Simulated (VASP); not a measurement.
# Ge (I4_1/amd) in VASP: further runs

Ge is run at these levels: PBE; tasks: relaxation of shape and atoms at fixed volume.

Everything below comes from runs of VASP 6.6.1. Logs are shortened: lines on timing, memory, paths and dates and some standing lists are left out, and cuts for length are marked.

## (1) The cell of the first run

Symmetry: I4_1/amd, No. 141, tetragonal system. The conventional cell has a = 4.128 Å, b = 4.128 Å, c = 2.267 Å, α = 90.00°, β = 90.00°, γ = 90.00°. Within 2.8 Å of Ge (site symmetry -4m2) lie 10 Ge at 2.14 to 2.67 Å.

## (2) Relaxation of shape and atoms at fixed volume, PBE

INCAR reads:

```
SYSTEM = Ge
  PREC = Accurate
  ENCUT = 600
  EDIFF = 1E-6
  ISMEAR = -1
  SIGMA = 0.1
  LREAL = .FALSE.
  LASPH = .TRUE.
  NELM = 60
  ALGO = Normal
  ISIF = 4
  LWAVE = .FALSE.
  LCHARG = .FALSE.
  GGA = PE
  IBRION = 2
  NSW = 50
  EDIFFG = -0.005
```

KPOINTS reads:

```
Automatic mesh
0
G
  17 17 17
  0 0 0
```

POSCAR reads:

```
Ge
1.0
   -2.0639359050      2.0639359050      1.1333006718
    2.0639359050     -2.0639359050      1.1333006718
    2.0639359050      2.0639359050     -1.1333006718
Ge
2
Direct
   -0.3750000000     -0.1250000000     -0.2500000000
    0.3750000000      0.1250000000      0.2500000000
```

Potentials or basis: VASP PAW PBE potentials, release 64 (Ge_d).

Run with:

```bash
cat potpaw_PBE.64/Ge_d/POTCAR > POTCAR
mpirun -np 1 vasp_std > vasp.out
```

OUTCAR:

```text
SYSTEM = Ge
   PREC = Accurate
   ENCUT = 600
   EDIFF = 1E-6
   ISMEAR = -1
   LREAL = .FALSE.
   LASPH = .TRUE.
   NELM = 60
   ISIF = 4
   GGA = PE
   IBRION = 2
   NSW = 50
   EDIFFG = -0.005

 ion  position               nearest neighbor table
   1  0.625  0.875  0.750-   2 2.14   2 2.14   2 2.14   2 2.14   2 2.67   2 2.67   2 2.67   2 2.67

   2  0.375  0.125  0.250-   1 2.14   1 2.14   1 2.14   1 2.14   1 2.67   1 2.67   1 2.67   1 2.67

  LATTYP: Found a body centered tetragonal cell.
 ALAT       =     4.1278718100
 C/A-ratio  =     0.5490968344

  Lattice vectors:

 A1 = (  -2.0639359050,   2.0639359050,   1.1333006718)
 A2 = (   2.0639359050,  -2.0639359050,   1.1333006718)
 A3 = (   2.0639359050,   2.0639359050,  -1.1333006718)

Analysis of symmetry for initial positions (statically):
=====================================================================
 Subroutine PRICEL returns:
 Original cell was already a primitive cell.

 Routine SETGRP: Setting up the symmetry group for a
 body centered tetragonal supercell.

 Subroutine GETGRP returns: Found 16 space group operations
 (whereof  4 operations were pure point group operations)
 out of a pool of 16 trial point group operations.

The static configuration has the point symmetry C_2h.
 The point group associated with its full space group is D_4h.

Analysis of symmetry for dynamics (positions and initial velocities):
=====================================================================
 Subroutine PRICEL returns:
 Original cell was already a primitive cell.

 Routine SETGRP: Setting up the symmetry group for a
 body centered tetragonal supercell.

 Subroutine GETGRP returns: Found 16 space group operations
 (whereof  4 operations were pure point group operations)
 out of a pool of 16 trial point group operations.

The dynamic configuration has the point symmetry C_2h.
 The point group associated with its full space group is D_4h.

 Subroutine INISYM returns: Found 16 space group operations
 (whereof  4 operations are pure point group operations),
 and found     1 'primitive' translations

----------------------------------------------------------------------------------------

                                     Primitive cell

  volume of cell :      19.3107

  direct lattice vectors                    reciprocal lattice vectors
    -2.063935905  2.063935905  1.133300672     0.000000000  0.242255585  0.441189185
     2.063935905 -2.063935905  1.133300672     0.242255585  0.000000000  0.441189185
     2.063935905  2.063935905 -1.133300672     0.242255585  0.242255585  0.000000000

  length of vectors
     3.131139290  3.131139290  3.131139290     0.503324613  0.503324613  0.342601134

  position of ions in fractional coordinates (direct lattice)
     0.625000000  0.875000000  0.750000000
     0.375000000  0.125000000  0.250000000

  ion indices of the primitive-cell ions
   primitive index   ion index
                 1           1
                 2           2

----------------------------------------------------------------------------------------

 KPOINTS: Automatic mesh

Automatic generation of k-mesh.
 Grid dimensions read from file:
 generate k-points for:   17   17   17

 Generating k-lattice:

  Cartesian coordinates                     Fractional coordinates (reciprocal lattice)
     0.000000000  0.014250329  0.025952305     0.058823529  0.000000000  0.000000000
     0.014250329  0.000000000  0.025952305     0.000000000  0.058823529  0.000000000
     0.014250329  0.014250329  0.000000000     0.000000000  0.000000000  0.058823529

  Length of vectors
     0.029607330  0.029607330  0.020153008

  Shift w.r.t. Gamma in fractional coordinates (k-lattice)
     0.000000000  0.000000000  0.000000000

 Subroutine IBZKPT returns following result:
 ===========================================

 Found    405 irreducible k-points:

 Following reciprocal coordinates:
            Coordinates               Weight
  0.000000  0.000000  0.000000      1.000000
  0.058824 -0.000000  0.000000      8.000000
  0.117647  0.000000 -0.000000      8.000000
  0.176471  0.000000  0.000000      8.000000
  0.235294  0.000000 -0.000000      8.000000
  0.294118  0.000000  0.000000      8.000000
[... 16 lines left out ...]
 -0.176471  0.058824  0.000000     16.000000
 -0.117647  0.058824  0.000000     16.000000
 [... further k-points ...]
   k-points           NKPTS =    405   k-points in BZ     NKDIM =    405   number of bands    NBANDS=     18
   number of dos      NEDOS =    301   number of ions     NIONS =      2
   total plane-waves  NPLWV =  21952
   dimension x,y,z NGX =    28 NGY =   28 NGZ =   28
   dimension x,y,z NGXF=    56 NGYF=   56 NGZF=   56
   ions per type =               2
   NGX,Y,Z   is equivalent  to a cutoff of  14.87, 14.87, 14.87 a.u.
   NGXF,Y,Z  is equivalent  to a cutoff of  29.73, 29.73, 29.73 a.u.
 SYSTEM =  Ge
   PREC   = accura    normal or accurate (medium, high low for compatibility)
   ISTART =      0    job   : 0-new  1-cont  2-samecut
   ICHARG =      2    charge: 1-file 2-atom 10-const
   ISPIN  =      1    spin polarized calculation?
   LNONCOLLINEAR =      F non collinear calculations
   LSORBIT =      F    spin-orbit coupling
   LASPH  =      T    aspherical Exc in radial PAW
   ENCUT  =  600.0 eV  44.10 Ry    6.64 a.u.   6.25  6.25  6.25*2*pi/ulx,y,z
   NELM   =     60;   NELMIN=  2; NELMDL= -5     # of ELM steps
   EDIFF  = 0.1E-05   stopping-criterion for ELM
   LREAL  =      F    real-space projection
   EDIFFG = -.5E-02   stopping-criterion for IOM
   NSW    =     50    number of steps for IOM
   IBRION =      2    ionic relax: 0-MD 1-quasi-New 2-CG
   NFREE  =      1    steps in history (QN), initial steepest desc. (CG)
   ISIF   =      4    stress and relaxation
   ISYM   =      2    0-nonsym 1-usesym 2-fastsym
   POTIM  = 0.5000    time-step for ionic-motion
   TEBEG  =    0.0;   TEEND  =   0.0 temperature during run
   PSTRESS=    0.0 pullay stress
   NELECT =      28.0000    total number of electrons
   NUPDOWN=      -1.0000    fix difference up-down
   EMIN   =  10.00;   EMAX   =-10.00  energy-range for DOS
   EFERMI =   0.00;   METHOD = LEGACY
   ISMEAR =    -1;   SIGMA  =   0.10  broadening in eV -4-tet -1-fermi 0-gaus
   EFERMI_NEDOS =   21; number of points for ismear=-14 and -15
   IALGO  =     38    algorithm
   IMIX   =      4    mixing-type and parameters
     AMIX     =   0.40;   BMIX     =  1.00
     AMIX_MAG =   1.60;   BMIX_MAG =  1.00
  volume/ion in A,a.u.               =       9.66        65.16
  Fermi-wavevector in a.u.,A,eV,Ry     =   1.852941  3.501551 46.714126  3.433391
  Thomas-Fermi vector in A             =   2.902584
   LORBIT       =      0    0 simple, 1 ext, 2 COOP (PROOUT), +10 PAW based schemes
   GGA     = PE    functional components
   LHFCALC =     F    Hartree Fock is set to
   AEXX    =    0.0000 exact exchange contribution
   IVDW    =     0    specifies the selected vdW correction
   LEPSILON=     F    determine dielectric tensor
   LRPA    =     F    only Hartree local field effects (RPA)
 conjugate gradient relaxation of ions
 non-spin polarized calculation
  energy-cutoff  :      600.00
  volume of cell :       19.31
 maximum number of plane-waves:       660
 NGX is ok and might be reduce to    28
   NGX = 13   NGY = 13   NGZ = 13

--------------------------------------- Ionic step        1  -------------------------------------------

 number of electron      27.9999999 magnetization

 Free energy of the ion-electron system (eV)
  ---------------------------------------------------
  ext. energy  EPLUGINS =         0.00000000
  ---------------------------------------------------
  free energy    TOTEN  =        -1.11020173 eV

  energy without entropy =       -1.09463857  energy(sigma->0) =       -1.10242015

------------------------ aborting loop because EDIFF is reached ----------------------------------------

  FORCE on cell =-STRESS in cart. coord.  units (eV):
  Direction    XX          YY          ZZ          XY          YZ          ZX
  --------------------------------------------------------------------------------------
  -------------------------------------------------------------------------------------
  Total       29.0547704     29.0547704     27.5780631      0.0000000      0.0000000      0.0000000
  in kB     2410.6295759   2410.6295759   2288.1094419      0.0000000      0.0000000      0.0000000
  external PRESSURE =    2369.7895312 kB  Pullay stress =       0.0000000 kB
[... 93 lines left out ...]
  energy  without entropy=       -1.1035367406  energy(sigma->0) =       -1.11095638

--------------------------------------- Ionic step        4  -------------------------------------------

 number of electron      27.9999995 magnetization

 Free energy of the ion-electron system (eV)
  ---------------------------------------------------
  ext. energy  EPLUGINS =         0.00000000
  ---------------------------------------------------
  free energy    TOTEN  =        -1.11838231 eV

  energy without entropy =       -1.10356945  energy(sigma->0) =       -1.11097588

 E-fermi :  17.0039     XC(G=0): -15.0734

 val. band max:       16.9953849193   @ k =   0.4118   0.0588   0.0588
 cond. band min:      17.0328970786   @ k =  -0.1176   0.3529   0.0588
 fundamental gap:      0.0375121593
 Fermi energy:        17.0038883966

 k-point     1 :       0.0000    0.0000    0.0000
  band No.  band energies     occupation
      1     -10.0048      2.00000
      2      -9.8205      2.00000
      3      -9.7210      2.00000
      4      -9.6723      2.00000
      5      -8.9707      2.00000
      6      -8.9707      2.00000
[... 10 lines left out ...]
     17      29.4363      0.00000
     18      31.3604      0.00000
[... 466 lines left out ...]
      2      -9.7839      2.00000
      3      -9.7034      2.00000
      4      -9.6464      2.00000
      5      -9.0089      2.00000
      6      -8.9963      2.00000
[... 10 lines left out ...]
     17      28.8194      0.00000
     18      29.7024      0.00000

 [... further k-points ...]
[... 5 lines left out ...]
  --------------------------------------------------------------------------------------
  -------------------------------------------------------------------------------------
  Total       28.5763941     28.5763941     28.5682143      0.0000000      0.0000000      0.0000000
  in kB     2370.9394296   2370.9394296   2370.2607617      0.0000000      0.0000000      0.0000000
  external PRESSURE =    2370.7132070 kB  Pullay stress =       0.0000000 kB
[... 17 lines left out ...]
  FREE ENERGIE OF THE ION-ELECTRON SYSTEM (eV)
  ---------------------------------------------------
  free  energy   TOTEN  =        -1.1183823053 eV

  energy  without entropy=       -1.1035694537  energy(sigma->0) =       -1.11097588

 reached required accuracy - stopping structural energy minimisation
```

Run time: 10 min. Hardware: 1 thread of Oxide Virtual Turin-like, shared host; peak memory 0.24 GiB.

What came out:

```yaml
Free_energy: -1.1184 eV
Energy_gained_by_relaxing: 4.1 meV/atom
Ionic_steps: 4
Pressure_after_relaxing: 237.1 GPa
Band_gap_on_the_k_mesh: zero (band 14 reaches 20.64 eV, above the bottom of band 15 at 10.00 eV)
```

The path:
| step | energy change (eV) | largest force (eV/Å) | pressure (GPa) | volume (Å³) |
| --- | --- | --- | --- | --- |
| 1 | 0.0000 | 0.0000 | 236.98 | 19.31 |
| 2 | 0.0077 | 0.0000 | 237.08 | 19.31 |
| 3 | -0.0082 | 0.0000 | 237.09 | 19.31 |
| 4 | -0.0082 | 0.0000 | 237.07 | 19.31 |

Final structure:
```
Ge
1.0
    -2.07495    2.07495    1.12130
     2.07495   -2.07495    1.12130
     2.07495    2.07495   -1.12130
Ge
2
Direct
  0.62500 0.87500 0.75000
  0.37500 0.12500 0.25000
```

Levels at points of the mesh, in eV from the Fermi level:
| k point | band 10 | band 11 | band 12 | band 13 | band 14 | band 15 | band 16 | band 17 | band 18 |
| --- | --- | --- | --- | --- | --- | --- | --- | --- | --- |
| (0.00, 0.00, 0.00) | -25.38 | -21.27 | -5.16 | -5.16 | -1.61 | 1.07 | 12.43 | 12.43 | 14.36 |

## (3) Relaxation of shape and atoms at fixed volume, PBE

This run uses another cell than the first one, of 11.59 Å³/atom, 1.200 times its volume.

INCAR reads:

```
SYSTEM = Ge
PREC = Accurate
ENCUT = 600
EDIFF = 1E-7
ISMEAR = -1
SIGMA = 0.1
LREAL = .FALSE.
LASPH = .TRUE.
NELM = 60
ALGO = Normal
ISIF = 4
LWAVE = .FALSE.
LCHARG = .FALSE.
GGA = PE
IBRION = 2
NSW = 50
EDIFFG = -0.005
```

KPOINTS reads:

```
regular mesh
0
G
  17 17 17
  0 0 0
```

POSCAR reads:

```
Ge
1.0
   -2.1932591758      2.1932591758      1.2043116703
    2.1932591758     -2.1932591758      1.2043116703
    2.1932591758      2.1932591758     -1.2043116703
Ge
2
Direct
   -0.3750000000     -0.1250000000     -0.2500000000
    0.3750000000      0.1250000000      0.2500000000
```

Potentials or basis: VASP PAW PBE potentials, release 64 (Ge_d).

Run with:

```bash
cat potpaw_PBE.64/Ge_d/POTCAR > POTCAR
mpirun -np 1 vasp_std > vasp.out
```

Run time: 14 min. Hardware: 1 thread of Oxide Virtual Turin-like, shared host; peak memory 0.26 GiB.

It converged, with:

```
Free energy               : -5.1722 eV
Energy gained by relaxing : 2.4 meV/atom
Ionic steps               : 3
Pressure after relaxing   : 114.7 GPa
Band gap on the k mesh    : zero (band 14 reaches 16.66 eV, above the bottom of band 15 at 7.64 eV)
```

The path:
| step | energy change (eV) | largest force (eV/Å) | pressure (GPa) | volume (Å³) |
| --- | --- | --- | --- | --- |
| 1 | 0.0000 | 0.0000 | 114.69 | 23.17 |
| 2 | -0.0027 | 0.0000 | 114.72 | 23.17 |
| 3 | -0.0047 | 0.0000 | 114.73 | 23.17 |

Final structure:
```xyz
2
Lattice="-2.2036 2.2036 1.1930 2.2036 -2.2036 1.1930 2.2036 2.2036 -1.1930" Properties=species:S:1:pos:R:3 pbc="T T T"
Ge    2.2036    1.1018    0.8947
Ge    0.0000    1.1018    0.2982
```

Levels at points of the mesh, in eV from the Fermi level:
| k point | band 11 | band 12 | band 13 | band 14 | band 15 | band 16 | band 17 | band 18 |
| --- | --- | --- | --- | --- | --- | --- | --- | --- |
| (0.00, 0.00, 0.00) | -18.52 | -4.16 | -4.16 | -2.36 | 1.84 | 11.05 | 11.05 | 12.47 |
